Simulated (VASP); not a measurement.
# BN in VASP: further runs

The runs below take BN through single point, with HSE06.

Program: VASP 6.6.1. These are calculated values, not measurements. Logs are shortened: lines on timing, memory, paths and dates and some standing lists are left out, and cuts for length are marked.

## Step 1: The cell of the first run

It takes space group Fm-3m (No. 225, cubic). Conventional cell: a = 3.457 Å, b = 3.457 Å, c = 3.457 Å, α = 90.00°, β = 90.00°, γ = 90.00°. Within 2.3 Å of B (site symmetry m-3m) lie 6 N at 1.73 Å. Within 2.3 Å of N (site symmetry m-3m) lie 6 B at 1.73 Å.

## Step 2: Single point, HSE06 (strain -1.0%)

POSCAR

```
BN
1.0
    0.0000000000      1.7283676756      1.7283676756
    1.7283676756      0.0000000000      1.7283676756
    1.7283676756      1.7283676756      0.0000000000
B N
1 1
Direct
    0.0000000000      0.0000000000      0.0000000000
    0.5000000000      0.5000000000      0.5000000000
```

INCAR.step1

```
ALGO = Normal
EDIFF = 1E-5
ENCUT = 520
GGA = PE
ISIF = 2
ISMEAR = 0
LASPH = T
LREAL = F
LWAVE = T
NBANDS = 11
NELM = 60
PREC = Accurate
SIGMA = 0.01
```

INCAR.step2

```
ALGO = Normal
EDIFF = 1E-6
ENCUT = 520
GGA = PE
HFSCREEN = 0.2079
ISIF = 2
ISMEAR = 0
ISTART = 1
LASPH = T
LCHARG = T
LELF = T
LHFCALC = T
LREAL = F
LVHAR = T
LWAVE = F
NBANDS = 11
NELM = 60
PREC = Accurate
PRECFOCK = Normal
SIGMA = 0.01
```

KPOINTS

```
k-points
0
Gamma
  8 8 8
```

Potentials or basis: VASP PAW PBE potentials, release 64 (B, N).

Command:

```sh
$ cat potpaw_PBE.64/B/POTCAR potpaw_PBE.64/N/POTCAR > POTCAR
$ cp INCAR.step1 INCAR
$ mpirun -np 1 vasp_std > vasp.out
$ cp INCAR.step2 INCAR
$ mpirun -np 1 vasp_std > vasp.out
```

OUTCAR:

```text
EDIFF = 1E-6
   ENCUT = 520
   GGA = PE
   HFSCREEN = 0.2079
   ISIF = 2
   ISMEAR = 0
   ISTART = 1
   LASPH = T
   LHFCALC = T
   LREAL = F
   NELM = 60
   PREC = Accurate
   PRECFOCK = Normal

 ion  position               nearest neighbor table
   1  0.000  0.000  0.000-   2 1.73   2 1.73   2 1.73   2 1.73   2 1.73   2 1.73
   2  0.500  0.500  0.500-   1 1.73   1 1.73   1 1.73   1 1.73   1 1.73   1 1.73

  LATTYP: Found a face centered cubic cell.
 ALAT       =     3.4567353512

  Lattice vectors:

 A1 = (   0.0000000000,   1.7283676756,   1.7283676756)
 A2 = (   1.7283676756,   0.0000000000,   1.7283676756)
 A3 = (   1.7283676756,   1.7283676756,   0.0000000000)

Analysis of symmetry for initial positions (statically):
=====================================================================
 Subroutine PRICEL returns:
 Original cell was already a primitive cell.

 Routine SETGRP: Setting up the symmetry group for a
 face centered cubic supercell.

 Subroutine GETGRP returns: Found 48 space group operations
 (whereof 48 operations were pure point group operations)
 out of a pool of 48 trial point group operations.

The static configuration has the point symmetry O_h .

Analysis of symmetry for dynamics (positions and initial velocities):
=====================================================================
 Subroutine PRICEL returns:
 Original cell was already a primitive cell.

 Routine SETGRP: Setting up the symmetry group for a
 face centered cubic supercell.

 Subroutine GETGRP returns: Found 48 space group operations
 (whereof 48 operations were pure point group operations)
 out of a pool of 48 trial point group operations.

The dynamic configuration has the point symmetry O_h .

 Subroutine INISYM returns: Found 48 space group operations
 (whereof 48 operations are pure point group operations),
 and found     1 'primitive' translations

----------------------------------------------------------------------------------------

                                     Primitive cell

  volume of cell :      10.3261

  direct lattice vectors                    reciprocal lattice vectors
     0.000000000  1.728367676  1.728367676    -0.289290298  0.289290298  0.289290298
     1.728367676  0.000000000  1.728367676     0.289290298 -0.289290298  0.289290298
     1.728367676  1.728367676  0.000000000     0.289290298  0.289290298 -0.289290298

  length of vectors
     2.444281008  2.444281008  2.444281008     0.501065494  0.501065494  0.501065494

  position of ions in fractional coordinates (direct lattice)
     0.000000000  0.000000000  0.000000000
     0.500000000  0.500000000  0.500000000

  ion indices of the primitive-cell ions
   primitive index   ion index
                 1           1
                 2           2

----------------------------------------------------------------------------------------

 KPOINTS: k-points

Automatic generation of k-mesh.
 Grid dimensions read from file:
 generate k-points for:    8    8    8

 Generating k-lattice:

  Cartesian coordinates                     Fractional coordinates (reciprocal lattice)
    -0.036161287  0.036161287  0.036161287     0.125000000  0.000000000  0.000000000
     0.036161287 -0.036161287  0.036161287     0.000000000  0.125000000  0.000000000
     0.036161287  0.036161287 -0.036161287     0.000000000  0.000000000  0.125000000

  Length of vectors
     0.062633187  0.062633187  0.062633187

  Shift w.r.t. Gamma in fractional coordinates (k-lattice)
     0.000000000  0.000000000  0.000000000

 Subroutine IBZKPT returns following result:
 ===========================================

 Found     29 irreducible k-points:

 Following reciprocal coordinates:
            Coordinates               Weight
  0.000000  0.000000  0.000000      1.000000
  0.125000  0.000000  0.000000      8.000000
  0.250000  0.000000  0.000000      8.000000
  0.375000  0.000000  0.000000      8.000000
  0.500000  0.000000  0.000000      4.000000
  0.125000  0.125000  0.000000      6.000000
[... 16 lines left out ...]
  0.500000  0.250000  0.125000     48.000000
 -0.375000  0.250000  0.125000     24.000000
 [... further k-points ...]
   k-points           NKPTS =     29   k-points in BZ     NKDIM =    512   number of bands    NBANDS=     11
   number of dos      NEDOS =    301   number of ions     NIONS =      2
   total plane-waves  NPLWV =   5832
   dimension x,y,z NGX =    18 NGY =   18 NGZ =   18
   dimension x,y,z NGXF=    36 NGYF=   36 NGZF=   36
   ions per type =               1   1
   NGX,Y,Z   is equivalent  to a cutoff of  12.24, 12.24, 12.24 a.u.
   NGXF,Y,Z  is equivalent  to a cutoff of  24.49, 24.49, 24.49 a.u.
 SYSTEM =  unknown system
   PREC   = accura    normal or accurate (medium, high low for compatibility)
   ISTART =      1    job   : 0-new  1-cont  2-samecut
   ICHARG =      0    charge: 1-file 2-atom 10-const
   ISPIN  =      1    spin polarized calculation?
   LNONCOLLINEAR =      F non collinear calculations
   LSORBIT =      F    spin-orbit coupling
   LASPH  =      T    aspherical Exc in radial PAW
   ENCUT  =  520.0 eV  38.22 Ry    6.18 a.u.   4.54  4.54  4.54*2*pi/ulx,y,z
   NELM   =     60;   NELMIN=  2; NELMDL=  0     # of ELM steps
   EDIFF  = 0.1E-05   stopping-criterion for ELM
   LREAL  =      F    real-space projection
   EDIFFG = 0.1E-04   stopping-criterion for IOM
   NSW    =      0    number of steps for IOM
   IBRION =     -1    ionic relax: 0-MD 1-quasi-New 2-CG
   NFREE  =      0    steps in history (QN), initial steepest desc. (CG)
   ISIF   =      2    stress and relaxation
   ISYM   =      3    0-nonsym 1-usesym 2-fastsym
   POTIM  = 0.5000    time-step for ionic-motion
   TEBEG  =    0.0;   TEEND  =   0.0 temperature during run
   PSTRESS=    0.0 pullay stress
   NELECT =       8.0000    total number of electrons
   NUPDOWN=      -1.0000    fix difference up-down
   EMIN   =  10.00;   EMAX   =-10.00  energy-range for DOS
   EFERMI =   0.00;   METHOD = LEGACY
   ISMEAR =     0;   SIGMA  =   0.01  broadening in eV -4-tet -1-fermi 0-gaus
   EFERMI_NEDOS =   21; number of points for ismear=-14 and -15
   IALGO  =     38    algorithm
   IMIX   =      1    mixing-type and parameters
     AMIX     =   0.40;   BMIX     =  1.00
     AMIX_MAG =   1.60;   BMIX_MAG =  1.00
  volume/ion in A,a.u.               =       5.16        34.84
  Fermi-wavevector in a.u.,A,eV,Ry     =   1.503576  2.841346 30.759242  2.260741
  Thomas-Fermi vector in A             =   2.614668
   LORBIT       =      0    0 simple, 1 ext, 2 COOP (PROOUT), +10 PAW based schemes
   GGA     = PE    functional components
   LHFCALC =     T    Hartree Fock is set to
   PRECFOCK=normal    Normal, Fast or Accurate (Low or Medium for compatibility)
   ENCUT4O =  -1.0   cutoff for four orbital integrals eV
   NKREDX  =     1    reduce k-point grid by
   NKREDY  =     1    reduce k-point grid by
   NKREDZ  =     1    reduce k-point grid by
   AEXX    =    0.2500 exact exchange contribution
   HFSCREEN=    0.2079 screening length (either q_TF or 0.3 A-1)
   HFSCREENC=   0.2079 screening length for correlation (either q_TF or 0.3 A-1)
   ENCUTFOCK=  -1.0 apply spherical cutoff to Coloumb kernel
   IVDW    =     0    specifies the selected vdW correction
   LEPSILON=     F    determine dielectric tensor
   LRPA    =     F    only Hartree local field effects (RPA)
 non-spin polarized calculation
 Gauss-broadening in eV      SIGMA  =   0.01
  energy-cutoff  :      520.00
  volume of cell :       10.33
 maximum number of plane-waves:       290
  NGX = 14; NGY = 14; NGZ = 14

 number of electron       7.9999997 magnetization

 Free energy of the ion-electron system (eV)
  ---------------------------------------------------
  ext. energy  EPLUGINS =         0.00000000
  ---------------------------------------------------
  free energy    TOTEN  =       -16.58605250 eV

  energy without entropy =      -16.58605250  energy(sigma->0) =      -16.58605250

 E-fermi :  10.2184     XC(G=0): -11.3106

 val. band max:       10.1169742306   @ k =  -0.2500   0.1250   0.0000
 cond. band min:      12.7019616764   @ k =   0.5000   0.5000   0.0000
 fundamental gap:      2.5849874458
 Fermi energy:        10.2184092183

 k-point     1 :       0.0000    0.0000    0.0000
  band No.  band energies     occupation
      1     -14.8621      2.00000
      2       9.1884      2.00000
      3       9.1884      2.00000
      4       9.1884      2.00000
      5      21.8188      0.00000
      6      24.6781      0.00000
      7      24.6781      0.00000
      8      24.6781      0.00000
      9      30.4703      0.00000
     10      30.4703      0.00000
     11      30.4703      0.00000

 k-point     2 :       0.1250    0.0000    0.0000
  band No.  band energies     occupation
      1     -14.3789      2.00000
      2       7.2145      2.00000
      3       9.1672      2.00000
      4       9.1672      2.00000
      5      22.0275      0.00000
      6      23.0616      0.00000
      7      23.0616      0.00000
      8      24.5450      0.00000
      9      29.6405      0.00000
     10      31.6546      0.00000
     11      31.6546      0.00000

 k-point     3 :       0.2500    0.0000    0.0000
  band No.  band energies     occupation
      1     -12.9598      2.00000
      2       2.9755      2.00000
      3       9.1965      2.00000
      4       9.1965      2.00000
      5      20.1400      0.00000
      6      20.1400      0.00000
      7      20.8526      0.00000
      8      25.5845      0.00000
      9      30.5113      0.00000
     10      34.8826      0.00000
     11      34.8826      0.00000
[... 267 lines left out ...]
 k-point    23 :       0.5000    0.2500    0.1250
  band No.  band energies     occupation
      1      -9.5411      2.00000
      2      -0.3934      2.00000
      3       3.9293      2.00000
      4       7.1714      2.00000
      5      16.9470      0.00000
      6      19.9156      0.00000
      7      24.2753      0.00000
      8      26.9983      0.00000
      9      29.9492      0.00000
     10      39.6333      0.00000
     11      41.7378      0.00000

 k-point    24 :      -0.3750    0.2500    0.1250
  band No.  band energies     occupation
      1      -7.9090      2.00000
      2      -2.7472      2.00000
      3       4.0514      2.00000
      4       6.3252      2.00000
      5      17.9319      0.00000
      6      18.5889      0.00000
      7      24.0042      0.00000
      8      27.7274      0.00000
      9      33.3150      0.00000
     10      35.2581      0.00000
     11      45.5091      0.00000

 [... further k-points ...]

------------------------ aborting loop because EDIFF is reached ----------------------------------------

  FORCE on cell =-STRESS in cart. coord.  units (eV):
  Direction    XX          YY          ZZ          XY          YZ          ZX
  --------------------------------------------------------------------------------------
  -------------------------------------------------------------------------------------
  Total        0.2911569      0.2911569      0.2911569     -0.0000000     -0.0000000      0.0000000
  in kB       45.1751081     45.1751081     45.1751081     -0.0000000     -0.0000000      0.0000000
  external PRESSURE =      45.1751081 kB  Pullay stress =       0.0000000 kB

 VOLUME and BASIS-vectors are now :
 -----------------------------------------------------------------------------
  energy-cutoff  :      520.00
  volume of cell :       10.33
      direct lattice vectors                 reciprocal lattice vectors
     0.000000000  1.728367676  1.728367676    -0.289290298  0.289290298  0.289290298
     1.728367676  0.000000000  1.728367676     0.289290298 -0.289290298  0.289290298
     1.728367676  1.728367676  0.000000000     0.289290298  0.289290298 -0.289290298

 POSITION                                       TOTAL-FORCE (eV/Angst)
 -----------------------------------------------------------------------------------
      0.00000      0.00000      0.00000        -0.000000     -0.000000     -0.000000
      1.72837      1.72837      1.72837         0.000000      0.000000      0.000000
 -----------------------------------------------------------------------------------
    total drift:                               -0.000003     -0.000003     -0.000003

  FREE ENERGIE OF THE ION-ELECTRON SYSTEM (eV)
  ---------------------------------------------------
  free  energy   TOTEN  =       -16.5860525014 eV

  energy  without entropy=      -16.5860525014  energy(sigma->0) =      -16.58605250
```

Wall time 23 min (1 thread of AMD EPYC 7R13, shared host); peak memory 0.19 GiB.

Results:

```yaml
Free_energy: -16.5861 eV
Pressure: 4.5 GPa
Band_gap_on_the_k_mesh: 2.58 eV (least direct gap 7.36 eV)
```

Caveat: the cell differs from its parent crystal (strain -1.0%); the cell stands under pressure; the PAW data sets were made with another functional, which shifts forces and pressure a little. A k mesh can miss the band edges.

## Step 3: Single point, HSE06 (uniaxial z strain -1.0%)

POSCAR

```
BN
1.0
    0.0000000000      1.7458259350      1.7283676756
    1.7458259350      0.0000000000      1.7283676756
    1.7458259350      1.7458259350      0.0000000000
B N
1 1
Direct
    0.0000000000      0.0000000000      0.0000000000
    0.5000000000      0.5000000000      0.5000000000
```

INCAR.step1

```
SYSTEM = BN
ALGO = Normal
EDIFF = 1E-5
ENCUT = 520
GGA = PE
ISIF = 2
ISMEAR = 0
LASPH = .TRUE.
LCHARG = .FALSE.
LREAL = .FALSE.
LWAVE = .TRUE.
NBANDS = 11
NELM = 80
PREC = Accurate
SIGMA = 0.01
```

INCAR.step2

```
SYSTEM = BN
ALGO = Normal
EDIFF = 1E-6
ENCUT = 520
GGA = PE
HFSCREEN = 0.2079
ISIF = 2
ISMEAR = 0
ISTART = 1
LASPH = .TRUE.
LCHARG = .FALSE.
LHFCALC = .TRUE.
LREAL = .FALSE.
LWAVE = .FALSE.
NBANDS = 11
NELM = 80
PREC = Accurate
PRECFOCK = Normal
SIGMA = 0.01
```

KPOINTS

```
k-points
0
G
  8 8 8
  0 0 0
```

Potentials or basis: VASP PAW PBE potentials, release 64 (B, N).

Command:

```sh
$ cat potpaw_PBE.64/B/POTCAR potpaw_PBE.64/N/POTCAR > POTCAR
$ cp INCAR.step1 INCAR
$ mpirun -np 1 vasp_std > vasp.out
$ cp INCAR.step2 INCAR
$ mpirun -np 1 vasp_std > vasp.out
```

It took 22 min on 1 thread of AMD EPYC 7R43 (Zen 3), shared host; peak memory 0.18 GiB.

Results (log left out):

| Quantity | Value |
| --- | --- |
| Free energy | -16.5863 eV |
| Pressure | -4.0 GPa |
| Band gap on the k mesh | 2.24 eV (least direct gap 7.16 eV) |

Stress tensor (GPa, compression positive):
```
-4.82  0.00  0.00
 0.00 -4.82  0.00
 0.00  0.00 -2.42
```

Levels at points of the mesh, in eV from the valence-band top:
| k point | band 1 | band 2 | band 3 | band 4 | band 5 | band 6 | band 7 | band 8 | band 9 |
| --- | --- | --- | --- | --- | --- | --- | --- | --- | --- |
| (0.00, 0.00, 0.00) | -24.70 | -1.10 | -0.84 | -0.84 | 11.23 | 14.13 | 14.13 | 14.72 | 20.16 |
| (0.50, 0.00, 0.00) | -19.06 | -13.81 | -0.65 | -0.57 | 6.59 | 6.73 | 8.95 | 16.13 | 24.90 |
| (0.50, 0.50, 0.00) | -15.85 | -12.98 | -6.20 | -6.20 | 2.24 | 9.95 | 17.09 | 17.09 | 19.19 |
| (0.50, 0.00, 0.50) | -16.07 | -13.00 | -6.24 | -5.96 | 2.49 | 10.11 | 16.93 | 17.48 | 18.87 |

Caveat: the cell differs from its parent crystal (uniaxial z strain -1.0%); the cell stands under tension; the PAW data sets were made with another functional, which shifts forces and pressure a little. A k mesh can miss the band edges.
